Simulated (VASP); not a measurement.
A run of VASP 6.6.1 is set up as follows.

The input INCAR:

```
SYSTEM = LiTaSe2
ALGO = Normal
EDIFF = 1E-7
ENCUT = 520
ISIF = 2
ISMEAR = 0
ISPIN = 2
LASPH = .TRUE.
LCHARG = .FALSE.
LDAU = .TRUE.
LDAUJ = 0 0 0.9
LDAUL = -1 -1 2
LDAUPRINT = 1
LDAUTYPE = 1
LDAUU = 0 0 5
LMAXMIX = 4
LORBIT = 11
LREAL = .FALSE.
LWAVE = .FALSE.
MAGMOM = 0 -0.04 -0.04 0.06
NBANDS = 25
NELM = 150
PREC = Accurate
SIGMA = 0.05
```

Contents of KPOINTS:

```
k-points
0
G
  6 6 3
  0 0 0
```

POSCAR

```
LiTaSe2
1.0
    3.5473358500      0.0000000000      0.0000000000
   -1.7736679300      3.0720829700      0.0000000000
    0.0000000000      0.0000000000      6.8371978700
Li Se Ta
1 2 1
Direct
    0.0000000000      0.0000000000      0.5000000000
    0.3333333333      0.6666666667      0.2451810000
    0.6666666667      0.3333333333      0.7548190000
    0.0000000000      0.0000000000      0.0000000000
```

Potentials or basis: VASP PAW LDA potentials, release 64 (Li_sv, Se, Ta_pv).

Command:

```sh
$ cat potpaw_LDA.64/Li_sv/POTCAR potpaw_LDA.64/Se/POTCAR potpaw_LDA.64/Ta_pv/POTCAR > POTCAR
$ mpirun -np 1 vasp_std > vasp.out
```

(1) Predict the largest force.

(2) Estimate the band gap on the k mesh.

(3) What does it give for the net moment?

## Answers

(1) 0.097 eV/Å.

(2) zero (filled and empty bands overlap).

(3) 0.00 μB per cell.

Caveat: spin-orbit coupling is left out, which moves the levels of the heavy elements.
